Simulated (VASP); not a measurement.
# SiC (klda) (F-43m) in VASP: vibrations by perturbation theory with LDA

Aim: the vibrations by perturbation theory of SiC (klda) with LDA.

All numbers are computed with VASP 6.6.1; they aren't measurements. Logs are shortened: lines on timing, memory, paths and dates and some standing lists are left out, and cuts for length are marked.

**1. The cell of the first run**

Symmetry: F-43m, No. 216, cubic system. The conventional cell has a = 4.329 Å, b = 4.329 Å, c = 4.329 Å, α = 90.00°, β = 90.00°, γ = 90.00°. Si (site symmetry -43m) has 4 C at 1.87 Å within 2.5 Å. Within 2.5 Å of C (site symmetry -43m) lie 4 Si at 1.87 Å.

**2. Vibrations by perturbation theory, LDA**

INCAR

```
  ALGO = Normal
  EDIFF = 1E-8
  ENCUT = 520
  IBRION = 8
  ISIF = 2
  ISMEAR = 0
  LASPH = T
  LCHARG = F
  LEPSILON = T
  LREAL = F
  LWAVE = F
  NBANDS = 11
  NELM = 100
  NSW = 1
  PREC = Accurate
  SIGMA = 0.01
```

KPOINTS

```
k-points
0
Gamma
  10 10 10
```

POSCAR

```
SiC
1.0
    0.0000000000      2.1645334086      2.1645334086
    2.1645334086      0.0000000000      2.1645334086
    2.1645334086      2.1645334086      0.0000000000
Si C
1 1
Direct
    0.7500000000      0.7500000000      0.7500000000
    0.0000000000      0.0000000000      0.0000000000
```

Potentials or basis: VASP PAW LDA potentials, release 64 (Si, C).

Command:

```bash
$ cat potpaw_LDA.64/Si/POTCAR potpaw_LDA.64/C/POTCAR > POTCAR
$ mpirun -np 1 vasp_std > vasp.out
```

OUTCAR:

```text
EDIFF = 1E-8
   ENCUT = 520
   IBRION = 8
   ISIF = 2
   ISMEAR = 0
   LASPH = T
   LEPSILON = T
   LREAL = F
   NELM = 100
   NSW = 1
   PREC = Accurate

 ion  position               nearest neighbor table
   1  0.750  0.750  0.750-   2 1.87   2 1.87   2 1.87   2 1.87
   2  0.000  0.000  0.000-   1 1.87   1 1.87   1 1.87   1 1.87

  LATTYP: Found a face centered cubic cell.
 ALAT       =     4.3290668172

  Lattice vectors:

 A1 = (   0.0000000000,   2.1645334086,   2.1645334086)
 A2 = (   2.1645334086,   0.0000000000,   2.1645334086)
 A3 = (   2.1645334086,   2.1645334086,   0.0000000000)

Analysis of symmetry for initial positions (statically):
=====================================================================
 Subroutine PRICEL returns:
 Original cell was already a primitive cell.

 Routine SETGRP: Setting up the symmetry group for a
 face centered cubic supercell.

 Subroutine GETGRP returns: Found 24 space group operations
 (whereof 24 operations were pure point group operations)
 out of a pool of 48 trial point group operations.

The static configuration has the point symmetry T_d .

Analysis of symmetry for dynamics (positions and initial velocities):
=====================================================================
 Subroutine PRICEL returns:
 Original cell was already a primitive cell.

 Routine SETGRP: Setting up the symmetry group for a
 face centered cubic supercell.

 Subroutine GETGRP returns: Found 24 space group operations
 (whereof 24 operations were pure point group operations)
 out of a pool of 48 trial point group operations.

The dynamic configuration has the point symmetry T_d .

 Subroutine INISYM returns: Found 24 space group operations
 (whereof 24 operations are pure point group operations),
 and found     1 'primitive' translations

----------------------------------------------------------------------------------------

                                     Primitive cell

  volume of cell :      20.2826

  direct lattice vectors                    reciprocal lattice vectors
     0.000000000  2.164533409  2.164533409    -0.230996666  0.230996666  0.230996666
     2.164533409  0.000000000  2.164533409     0.230996666 -0.230996666  0.230996666
     2.164533409  2.164533409  0.000000000     0.230996666  0.230996666 -0.230996666

  length of vectors
     3.061112503  3.061112503  3.061112503     0.400097961  0.400097961  0.400097961

  position of ions in fractional coordinates (direct lattice)
     0.750000000  0.750000000  0.750000000
     0.000000000  0.000000000  0.000000000

  ion indices of the primitive-cell ions
   primitive index   ion index
                 1           1
                 2           2

----------------------------------------------------------------------------------------

 KPOINTS: k-points

Automatic generation of k-mesh.
 Grid dimensions read from file:
 generate k-points for:   10   10   10

 Generating k-lattice:

  Cartesian coordinates                     Fractional coordinates (reciprocal lattice)
    -0.023099667  0.023099667  0.023099667     0.100000000  0.000000000  0.000000000
[... 484 lines left out ...]
  ---------------------------------------------------
  ---------------------------------------------------
  free energy    TOTEN  =        -0.35369077 eV

  energy without entropy =       -0.35369077

------------------------ aborting loop because EDIFF is reached ----------------------------------------

--------------------------------------- Ionic step        2  -------------------------------------------

------------------------ aborting loop because EDIFF is reached ----------------------------------------

--------------------------------------- Ionic step        3  -------------------------------------------

------------------------ aborting loop because EDIFF is reached ----------------------------------------

 PIEZOELECTRIC TENSOR FIELD DIRECTION 3  (e Angst)
 -----------------------------------------------------------------------------
    -0.00064 -1.25082  0.00000           ( -0.00000 -0.05555  0.00000)
    -1.25082 -0.00064  0.00000           ( -0.05555 -0.00000  0.00000)
     0.00000  0.00000  0.00077           (  0.00000  0.00000 -0.00000)

 PIEZOELECTRIC TENSOR FIELD DIRECTION 3  (C/m^2)
 -----------------------------------------------------------------------------
    -0.00051 -0.98806  0.00000
    -0.98806 -0.00051  0.00000
     0.00000  0.00000  0.00061

--------------------------------------- Ionic step        4  -------------------------------------------

------------------------ aborting loop because EDIFF is reached ----------------------------------------

[... ionic steps 5 to 6 ...]

--------------------------------------- Ionic step        7  -------------------------------------------

 Free energy of the ion-electron system (eV)
  ---------------------------------------------------
  ---------------------------------------------------
  free energy    TOTEN  =        -0.12456395 eV

  energy without entropy =       -0.12456395

------------------------ aborting loop because EDIFF is reached ----------------------------------------

 INTERNAL STRAIN TENSOR  FOR ION    2  DIRECTION 1   (eV/Angst):
 -----------------------------------------------------------------------------
    -0.00818  0.00000  0.00000
     0.00000  0.00347 -8.69460
     0.00000 -8.69460  0.00347

 MACROSCOPIC STATIC DIELECTRIC TENSOR (including local field effects in DFT)
 ------------------------------------------------------
           6.971023    -0.000000     0.000000
           0.000000     6.971023    -0.000000
           0.000000     0.000000     6.971023
 ------------------------------------------------------

 PIEZOELECTRIC TENSOR (including local field effects)  for field in x, y, z        (e  Angst)
          XX          YY          ZZ          XY          YZ          ZX
  --------------------------------------------------------------------------------
  x     0.00000    -0.00000    -0.00000     0.00000    -1.24823     0.00000
  y     0.00000     0.00000     0.00000     0.00000     0.00000    -1.24823
  z    -0.00000    -0.00000     0.00000    -1.24823     0.00000     0.00000

 PIEZOELECTRIC TENSOR (including local field effects)  for field in x, y, z        (C/m^2)
          XX          YY          ZZ          XY          YZ          ZX
  --------------------------------------------------------------------------------
  x     0.00000    -0.00000    -0.00000     0.00000    -0.98601     0.00000
  y     0.00000     0.00000     0.00000     0.00000     0.00000    -0.98601
  z    -0.00000    -0.00000     0.00000    -0.98601     0.00000     0.00000

 BORN EFFECTIVE CHARGES (including local field effects) (in |e|, cummulative output)
 ---------------------------------------------------------------------------------
 ion    1
    1     2.71543    -0.00000    -0.00000
    2    -0.00000     2.71543    -0.00000
    3     0.00000     0.00000     2.71543
 ion    2
    1    -2.71543     0.00000     0.00000
    2     0.00000    -2.71543     0.00000
    3     0.00000     0.00000    -2.71543

 INTERNAL STRAIN TENSOR FOR ION    2 for displacements in x,y,z  (eV/Angst):
          X           Y           Z          XY          YZ          ZX
  --------------------------------------------------------------------------------
  x     0.00000    -0.00000    -0.00000     0.00000    -8.69460     0.00000
  y     0.00000     0.00000     0.00000     0.00000     0.00000    -8.69460
  z    -0.00000     0.00000     0.00000    -8.69460     0.00000     0.00000

 SECOND DERIVATIVES (NOT SYMMETRIZED)
 ------------------------------------
               1X          1Y          1Z          2X          2Y          2Z
  1X   -19.687062    0.000000    0.000000   19.687062    0.000000    0.000000
  1Y     0.000000  -19.687062    0.000000    0.000000   19.687062    0.000000
  1Z     0.000000    0.000000  -19.687062    0.000000    0.000000   19.687062
  2X    19.687450    0.000000    0.000000  -19.687450    0.000000    0.000000
  2Y     0.000000   19.687450    0.000000    0.000000  -19.687450    0.000000
  2Z     0.000000    0.000000   19.687450    0.000000    0.000000  -19.687450

 Eigenvectors and eigenvalues of the dynamical matrix
 ----------------------------------------------------

   1 f  =   23.914863 THz   150.261517 2PiTHz  797.713973 cm-1    98.903883 meV
             X         Y         Z           dx          dy          dz
      3.246800  3.246800  3.246800     0.000000    0.000000   -0.547313
      0.000000  0.000000  0.000000     0.000000   -0.000000    0.836928
[... 21 lines left out ...]
   6 f/i=    0.000108 THz     0.000678 2PiTHz    0.003600 cm-1     0.000446 meV
             X         Y         Z           dx          dy          dz
      3.246800  3.246800  3.246800     0.836838    0.010044   -0.007070
      0.000000  0.000000  0.000000     0.547254    0.006569   -0.004623

--------------------------------------------------------------------------------------------------------

 MACROSCOPIC STATIC DIELECTRIC TENSOR IONIC CONTRIBUTION
 ------------------------------------------------------
           3.341459     0.000000     0.000000
           0.000000     3.341459     0.000000
           0.000000     0.000000     3.341459
 ------------------------------------------------------

 ELASTIC MODULI CONTR FROM IONIC RELAXATION (kBar)
 Direction    XX          YY          ZZ          XY          YZ          ZX
 --------------------------------------------------------------------------------
 XX          -0.0000     -0.0000     -0.0000      0.0000      0.0000     -0.0000
 YY          -0.0000     -0.0000     -0.0000     -0.0000      0.0000     -0.0000
 ZZ          -0.0000     -0.0000     -0.0000     -0.0000      0.0000     -0.0000
 XY           0.0000     -0.0000     -0.0000   -277.8121     -0.0000     -0.0000
 YZ           0.0000      0.0000      0.0000     -0.0000   -277.8121     -0.0000
 ZX          -0.0000     -0.0000     -0.0000     -0.0000     -0.0000   -277.8121
 --------------------------------------------------------------------------------

 PIEZOELECTRIC TENSOR IONIC CONTR  for field in x, y, z        (C/m^2)
          XX          YY          ZZ          XY          YZ          ZX
  --------------------------------------------------------------------------------
  x    -0.00000    -0.00000    -0.00000     0.00000     0.90660     0.00000
  y     0.00000     0.00000     0.00000     0.00000     0.00000     0.90660
  z    -0.00000     0.00000     0.00000     0.90660     0.00000     0.00000
```

It took 2.1 min on 1 thread of Intel Xeon Platinum 8259CL at 2.50GHz (Skylake/Cascade Lake), shared host; peak memory 0.21 GiB.

Results:

| Quantity | Value |
| --- | --- |
| Electronic dielectric tensor (diagonal) | 6.97 |
| Born charges (mean of the diagonal) | Si +2.72; C -2.72 e |
| Highest phonon frequency at Γ, LO-TO splitting left out | 798 cm⁻¹ |

Phonon frequencies in cm⁻¹ (negative: imaginary):
```csv
q point,frequencies
"(0.000, 0.000, 0.000)",0 0 0 798 798 798
```

Electronic dielectric tensor:
```
6.97 0.00 0.00
0.00 6.97 0.00
0.00 0.00 6.97
```

Born effective charge tensors (e):
atom 1, Si
```
2.72 0.00 0.00
0.00 2.72 0.00
0.00 0.00 2.72
```
atom 2, C
```
-2.72  0.00  0.00
 0.00 -2.72  0.00
 0.00  0.00 -2.72
```
